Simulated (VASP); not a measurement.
# CdS (P6_3mc) in VASP: further runs, part 2 of 2

VASP 6.6.1. The steps go on from the part before.

## 4. Single point, PBE

This run uses another cell than the first one: it holds 8 atoms, not 4.

Contents of INCAR:

```
SYSTEM = CdS
PREC     = Accurate       ! precision mode
ENCUT    = 520            ! plane-wave cutoff, eV
EDIFF    = 1E-6           ! SCF threshold, eV
ISMEAR   = 0              ! smearing method
SIGMA    = 0.1            ! smearing width, eV
LREAL    = .False.        ! projectors in reciprocal space
LASPH    = .True.         ! aspherical terms in the spheres
NELM     = 100            ! most SCF steps
ALGO     = Normal         ! electronic algorithm
ISIF     = 2              ! what is computed and relaxed
LWAVE    = .False.        ! write WAVECAR
LCHARG   = .False.        ! write CHGCAR
GGA      = PE             ! functional
NBANDS   = 46             ! bands
```

Contents of KPOINTS:

```
regular mesh
0
Gamma
  10 6 6
  0 0 0
```

Contents of POSCAR:

```
CdS
1.0
    2.0984866671      3.6346855265      0.0000000000
    0.0000000000      0.0000000000      6.8314511238
    6.2954600014     -3.6346855264      0.0000000000
Cd S
4 4
Direct
    0.5000000000      0.5002641353      0.1666666667
    1.0000000000      0.5002641353      0.6666666667
    0.5000000000      0.0002641353      0.8333333333
    0.0000000000      0.0002641353      0.3333333333
    0.5000000000      0.8767358647      0.1666666667
    1.0000000000      0.8767358647      0.6666666667
    0.5000000000      0.3767358647      0.8333333333
    0.0000000000      0.3767358647      0.3333333333
```

Potentials or basis: VASP PAW PBE potentials, release 64 (Cd, S).

Started as:

```
> cat potpaw_PBE.64/Cd/POTCAR potpaw_PBE.64/S/POTCAR > POTCAR
> mpirun -np 1 vasp_std > vasp.out
```

OUTCAR:

```text
SYSTEM = CdS
   PREC = Accurate
   ENCUT = 520
   EDIFF = 1E-6
   ISMEAR = 0
   LREAL = .False.
   LASPH = .True.
   NELM = 100
   ISIF = 2
   GGA = PE

 ion  position               nearest neighbor table
   1  0.500  0.500  0.167-   8 2.57   8 2.57   7 2.57   5 2.57
   2  0.000  0.500  0.667-   7 2.57   7 2.57   8 2.57   6 2.57
   3  0.500  0.000  0.833-   6 2.57   6 2.57   5 2.57   7 2.57
   4  0.000  0.000  0.333-   5 2.57   5 2.57   6 2.57   8 2.57
   5  0.500  0.877  0.167-   4 2.57   4 2.57   3 2.57   1 2.57
   6  0.000  0.877  0.667-   3 2.57   3 2.57   4 2.57   2 2.57
   7  0.500  0.377  0.833-   2 2.57   2 2.57   1 2.57   3 2.57
   8  0.000  0.377  0.333-   1 2.57   1 2.57   2 2.57   4 2.57

  LATTYP: Found a simple orthorhombic cell.
 ALAT       =     4.1969733343
 B/A-ratio  =     1.6277089654
 C/A-ratio  =     1.7320508076

  Lattice vectors:

 A1 = (   2.0984866671,   3.6346855265,   0.0000000000)
 A2 = (   0.0000000000,   0.0000000000,   6.8314511238)
 A3 = (   6.2954600014,  -3.6346855264,   0.0000000000)

Analysis of symmetry for initial positions (statically):
=====================================================================
 Subroutine PRICEL returns following result:

  LATTYP: Found a hexagonal cell.
 ALAT       =     4.1969733342
 C/A-ratio  =     1.6277089654

  Lattice vectors:

 A1 = (   4.1969733342,   0.0000000000,   0.0000000000)
 A2 = (  -2.0984866672,   3.6346855264,   0.0000000000)
 A3 = (   0.0000000000,   0.0000000000,   6.8314511238)

   2 primitive cells build up your supercell.

 Routine SETGRP: Setting up the symmetry group for a
 simple orthorhombic supercell.

 Subroutine GETGRP returns: Found  4 space group operations
 (whereof  2 operations were pure point group operations)
 out of a pool of  8 trial point group operations.
[... 153 lines left out ...]
  volume/ion in A,a.u.               =      26.05       175.81
  Fermi-wavevector in a.u.,A,eV,Ry     =   1.148692  2.170713 17.952802  1.319494
  Thomas-Fermi vector in A             =   2.285366
   LORBIT       =      0    0 simple, 1 ext, 2 COOP (PROOUT), +10 PAW based schemes
   GGA     = PE    functional components
   LHFCALC =     F    Hartree Fock is set to
   AEXX    =    0.0000 exact exchange contribution
   IVDW    =     0    specifies the selected vdW correction
   LEPSILON=     F    determine dielectric tensor
   LRPA    =     F    only Hartree local field effects (RPA)
 non-spin polarized calculation
 Gauss-broadening in eV      SIGMA  =   0.10
  energy-cutoff  :      520.00
  volume of cell :      208.42
 maximum number of plane-waves:      5642
 NGX is ok and might be reduce to    32

 number of electron      72.0000001 magnetization

 Free energy of the ion-electron system (eV)
  ---------------------------------------------------
  ext. energy  EPLUGINS =         0.00000000
  ---------------------------------------------------
  free energy    TOTEN  =       -24.59982662 eV

  energy without entropy =      -24.59982662  energy(sigma->0) =      -24.59982662

 E-fermi :   1.3157     XC(G=0):  -8.9166

 val. band max:        0.9064806433   @ k =   0.0000   0.0000   0.0000
 cond. band min:       2.0180541040   @ k =   0.0000   0.0000   0.0000
 fundamental gap:      1.1115734607
 Fermi energy:         1.3157284856

 k-point     1 :       0.0000    0.0000    0.0000
  band No.  band energies     occupation
      1     -11.1788      2.00000
      2     -10.8005      2.00000
      3     -10.7919      2.00000
      4     -10.6793      2.00000
      5      -6.6399      2.00000
      6      -6.6338      2.00000
[... 1165 lines left out ...]
     45       7.5990      0.00000
     46       7.5990      0.00000

 [... further k-points ...]

------------------------ aborting loop because EDIFF is reached ----------------------------------------

  FORCE on cell =-STRESS in cart. coord.  units (eV):
  Direction    XX          YY          ZZ          XY          YZ          ZX
  --------------------------------------------------------------------------------------
  -------------------------------------------------------------------------------------
  Total        0.3372438      0.3395989      0.3371126      0.0020395      0.0000000      0.0000000
  in kB        2.5924393      2.6105427      2.5914302      0.0156780      0.0000000      0.0000000
  external PRESSURE =       2.5981374 kB  Pullay stress =       0.0000000 kB

 VOLUME and BASIS-vectors are now :
 -----------------------------------------------------------------------------
  energy-cutoff  :      520.00
  volume of cell :      208.42
      direct lattice vectors                 reciprocal lattice vectors
     2.098486667  3.634685527  0.000000000     0.119133471  0.206345224  0.000000000
     0.000000000  0.000000000  6.831451124     0.000000000  0.000000000  0.146381784
     6.295460001 -3.634685526  0.000000000     0.119133471 -0.068781741  0.000000000

 POSITION                                       TOTAL-FORCE (eV/Angst)
 -----------------------------------------------------------------------------------
      2.09849      1.21156      3.41753        -0.000005      0.000003     -0.000949
      4.19697     -2.42312      3.41753        -0.000005      0.000003     -0.000949
      6.29546     -1.21156      0.00180         0.000005     -0.000003     -0.000949
      2.09849     -1.21156      0.00180         0.000005     -0.000003     -0.000949
      2.09849      1.21156      5.98938        -0.000005      0.000003      0.000949
      4.19697     -2.42312      5.98938        -0.000005      0.000003      0.000949
      6.29546     -1.21156      2.57365         0.000005     -0.000003      0.000949
      2.09849     -1.21156      2.57365         0.000005     -0.000003      0.000949
 -----------------------------------------------------------------------------------
    total drift:                                0.000011     -0.000006     -0.000851

  FREE ENERGIE OF THE ION-ELECTRON SYSTEM (eV)
  ---------------------------------------------------
  free  energy   TOTEN  =       -24.5998266174 eV

  energy  without entropy=      -24.5998266174  energy(sigma->0) =      -24.59982662
```

stdout:

```text
POSCAR found type information on POSCAR CdS
 POSCAR found :  2 types and       8 ions
 scaLAPACK will be used
 LDA part: xc-table for (Slater+PW92), standard interpolation
 POSCAR, INCAR and KPOINTS ok, starting setup
 FFT: planning ... GRIDC
 FFT: planning ... GRID_SOFT
 FFT: planning ... GRID
 WAVECAR not read
 entering main loop
```

Wall time 13 min (1 thread of Intel Xeon Platinum 8259CL at 2.50GHz (Skylake/Cascade Lake), shared host); peak memory 0.74 GiB.

Results:

```
Free energy            : -24.5998 eV
Pressure               : 0.3 GPa
Band gap on the k mesh : 1.11 eV
```

A k mesh can miss the band edges. Expect the measured gap to be larger: semilocal functionals such as PBE lack the derivative discontinuity.

## 5. Single point, PBE

This run uses another cell than the first one: it holds 8 atoms, not 4.

Contents of INCAR:

```
PREC = Accurate ; ENCUT = 520
EDIFF = 1E-7 ; ISMEAR = 0
SIGMA = 0.02 ; LREAL = False
LASPH = True ; NELM = 100
ALGO = Normal ; ISIF = 2
LWAVE = False ; LCHARG = True
GGA = PE ; LELF = True
LVHAR = True ; NBANDS = 46
```

Contents of KPOINTS:

```
Automatic mesh
0
Gamma
  6 4 4
```

Contents of POSCAR:

```
CdS
1.0
    2.0984866692      3.6346855301      0.0000000000
    0.0000000000      0.0000000000      6.8314511231
    6.2954600076     -3.6346855300      0.0000000000
Cd S
4 4
Direct
    0.5000000000      0.5002641351      0.1666666667
    0.0000000000      0.5002641351      0.6666666667
    0.5000000000      0.0002641351      0.8333333333
    0.0000000000      0.0002641351      0.3333333333
    0.5000000000      0.8767358649      0.1666666667
    0.0000000000      0.8767358649      0.6666666667
    0.5000000000      0.3767358649      0.8333333333
    0.0000000000      0.3767358649      0.3333333333
```

Potentials or basis: VASP PAW PBE potentials, release 64 (Cd, S).

Started as:

```
> cat potpaw_PBE.64/Cd/POTCAR potpaw_PBE.64/S/POTCAR > POTCAR
> mpirun -np 1 vasp_std > vasp.out
```

OUTCAR:

```text
PREC = Accurate
   ENCUT = 520
   EDIFF = 1E-7
   ISMEAR = 0
   LREAL = False
   LASPH = True
   NELM = 100
   ISIF = 2
   GGA = PE

 ion  position               nearest neighbor table
   1  0.500  0.500  0.167-   8 2.57   8 2.57   7 2.57   5 2.57
   2  0.000  0.500  0.667-   7 2.57   7 2.57   8 2.57   6 2.57
   3  0.500  0.000  0.833-   6 2.57   6 2.57   5 2.57   7 2.57
   4  0.000  0.000  0.333-   5 2.57   5 2.57   6 2.57   8 2.57
   5  0.500  0.877  0.167-   4 2.57   4 2.57   3 2.57   1 2.57
   6  0.000  0.877  0.667-   3 2.57   3 2.57   4 2.57   2 2.57
   7  0.500  0.377  0.833-   2 2.57   2 2.57   1 2.57   3 2.57
   8  0.000  0.377  0.333-   1 2.57   1 2.57   2 2.57   4 2.57

  LATTYP: Found a simple orthorhombic cell.
 ALAT       =     4.1969733384
 B/A-ratio  =     1.6277089636
 C/A-ratio  =     1.7320508075

  Lattice vectors:

 A1 = (   2.0984866692,   3.6346855301,   0.0000000000)
 A2 = (   0.0000000000,   0.0000000000,   6.8314511231)
 A3 = (   6.2954600076,  -3.6346855300,   0.0000000000)

Analysis of symmetry for initial positions (statically):
=====================================================================
 Subroutine PRICEL returns following result:

  LATTYP: Found a hexagonal cell.
 ALAT       =     4.1969733384
 C/A-ratio  =     1.6277089636

  Lattice vectors:

 A1 = (   4.1969733384,   0.0000000000,   0.0000000000)
 A2 = (  -2.0984866692,   3.6346855301,   0.0000000000)
 A3 = (   0.0000000000,   0.0000000000,   6.8314511231)

   2 primitive cells build up your supercell.

 Routine SETGRP: Setting up the symmetry group for a
 simple orthorhombic supercell.

 Subroutine GETGRP returns: Found  4 space group operations
 (whereof  2 operations were pure point group operations)
[... 153 lines left out ...]
     AMIX_MAG =   1.60;   BMIX_MAG =  1.00
  volume/ion in A,a.u.               =      26.05       175.81
  Fermi-wavevector in a.u.,A,eV,Ry     =   1.148692  2.170713 17.952802  1.319494
  Thomas-Fermi vector in A             =   2.285366
   LORBIT       =      0    0 simple, 1 ext, 2 COOP (PROOUT), +10 PAW based schemes
   GGA     = PE    functional components
   LHFCALC =     F    Hartree Fock is set to
   AEXX    =    0.0000 exact exchange contribution
   IVDW    =     0    specifies the selected vdW correction
   LEPSILON=     F    determine dielectric tensor
   LRPA    =     F    only Hartree local field effects (RPA)
 non-spin polarized calculation
 Gauss-broadening in eV      SIGMA  =   0.02
  energy-cutoff  :      520.00
  volume of cell :      208.42
 maximum number of plane-waves:      5642
 NGX is ok and might be reduce to    32

 number of electron      72.0000001 magnetization

 Free energy of the ion-electron system (eV)
  ---------------------------------------------------
  ext. energy  EPLUGINS =         0.00000000
  ---------------------------------------------------
  free energy    TOTEN  =       -24.59756268 eV

  energy without entropy =      -24.59756268  energy(sigma->0) =      -24.59756268

 E-fermi :   1.0314     XC(G=0):  -8.9163

 val. band max:        0.9072993596   @ k =   0.0000   0.0000   0.0000
 cond. band min:       2.0184019646   @ k =   0.0000   0.0000   0.0000
 fundamental gap:      1.1111026051
 Fermi energy:         1.0313648772

 k-point     1 :       0.0000    0.0000    0.0000
  band No.  band energies     occupation
      1     -11.1781      2.00000
      2     -10.7997      2.00000
      3     -10.7911      2.00000
      4     -10.6785      2.00000
      5      -6.6399      2.00000
      6      -6.6339      2.00000
[... 1165 lines left out ...]
     45       8.0814      0.00000
     46       8.0814      0.00000

 [... further k-points ...]

------------------------ aborting loop because EDIFF is reached ----------------------------------------

  FORCE on cell =-STRESS in cart. coord.  units (eV):
  Direction    XX          YY          ZZ          XY          YZ          ZX
  --------------------------------------------------------------------------------------
  -------------------------------------------------------------------------------------
  Total        0.3376136      0.3470107      0.3301421      0.0081382      0.0000000      0.0000000
  in kB        2.5952813      2.6675187      2.5378471      0.0625594      0.0000000      0.0000000
  external PRESSURE =       2.6002157 kB  Pullay stress =       0.0000000 kB

 VOLUME and BASIS-vectors are now :
 -----------------------------------------------------------------------------
  energy-cutoff  :      520.00
  volume of cell :      208.42
      direct lattice vectors                 reciprocal lattice vectors
     2.098486669  3.634685530  0.000000000     0.119133471  0.206345224  0.000000000
     0.000000000  0.000000000  6.831451123     0.000000000  0.000000000  0.146381784
     6.295460008 -3.634685530  0.000000000     0.119133471 -0.068781741  0.000000000

 POSITION                                       TOTAL-FORCE (eV/Angst)
 -----------------------------------------------------------------------------------
      2.09849      1.21156      3.41753        -0.000326      0.000188     -0.000615
      4.19697     -2.42312      3.41753        -0.000326      0.000188     -0.000615
      6.29546     -1.21156      0.00180         0.000326     -0.000188     -0.000615
      2.09849     -1.21156      0.00180         0.000326     -0.000188     -0.000615
      2.09849      1.21156      5.98938        -0.000252      0.000145      0.000615
      4.19697     -2.42312      5.98938        -0.000252      0.000145      0.000615
      6.29546     -1.21156      2.57365         0.000252     -0.000145      0.000615
      2.09849     -1.21156      2.57365         0.000252     -0.000145      0.000615
 -----------------------------------------------------------------------------------
    total drift:                                0.000011     -0.000006     -0.000864

  FREE ENERGIE OF THE ION-ELECTRON SYSTEM (eV)
  ---------------------------------------------------
  free  energy   TOTEN  =       -24.5975626836 eV

  energy  without entropy=      -24.5975626836  energy(sigma->0) =      -24.59756268
```

Wall time 3.5 min (1 thread of Intel Xeon 6975P-C (Granite Rapids), shared host); peak memory 0.43 GiB.

What came out:

| Quantity | Value |
| --- | --- |
| Free energy | -24.5976 eV |
| Pressure | 0.3 GPa |
| Band gap on the k mesh | 1.11 eV |

Levels at points of the mesh, in eV from the valence-band top:
| k point | band 34 | band 35 | band 36 | band 37 | band 38 | band 39 |
| --- | --- | --- | --- | --- | --- | --- |
| (0.00, 0.00, 0.00) | -0.04 | 0.00 | 0.00 | 1.11 | 2.74 | 3.62 |
| (0.50, 0.00, 0.00) | -1.20 | -1.12 | -1.12 | 4.29 | 4.29 | 4.89 |
| (0.00, 0.50, 0.00) | -0.36 | -0.36 | -0.36 | 2.76 | 2.76 | 3.45 |
| (0.50, 0.50, 0.00) | -1.09 | -1.09 | -1.09 | 4.18 | 4.18 | 4.18 |
| (0.00, 0.00, 0.50) | -0.45 | -0.35 | -0.35 | 2.87 | 2.87 | 3.95 |
| (0.50, 0.00, 0.50) | -1.19 | -0.69 | -0.69 | 3.62 | 3.62 | 3.88 |
| (0.00, 0.50, 0.50) | -0.82 | -0.82 | -0.82 | 3.73 | 3.73 | 3.73 |
| (0.50, 0.50, 0.50) | -1.23 | -1.23 | -1.23 | 3.45 | 3.45 | 3.45 |

## 6. Overview

```csv
task,cell,k mesh,cutoff (eV),smearing,gap on the mesh (eV),pressure (GPa)
single point,"a = 4.197, b = 4.197, c = 6.831 Å, angles 90.0, 90.0, 120.0°, 4 atoms",9 × 9 × 4,520,gaussian 0.02 eV,1.11,0.3
relaxation of cell and atoms,"relaxed from a = 4.169, b = 4.169, c = 6.780 Å, angles 90.0, 90.0, 120.0°, 4 atoms",9 × 9 × 4,600,gaussian 0.02 eV,1.10,0.0
single point,"a = 4.197, b = 6.831, c = 7.269 Å, 8 atoms",10 × 6 × 6,520,gaussian 0.1 eV,1.11,0.3
single point,"a = 4.197, b = 6.831, c = 7.269 Å, 8 atoms",6 × 4 × 4,520,gaussian 0.02 eV,1.11,0.3
```

Alike in all rows: level PBE; potentials or basis VASP PAW PBE potentials, release 64 (Cd, S); no spin polarisation.

Absolute energies hang on the potentials; compare differences alone.
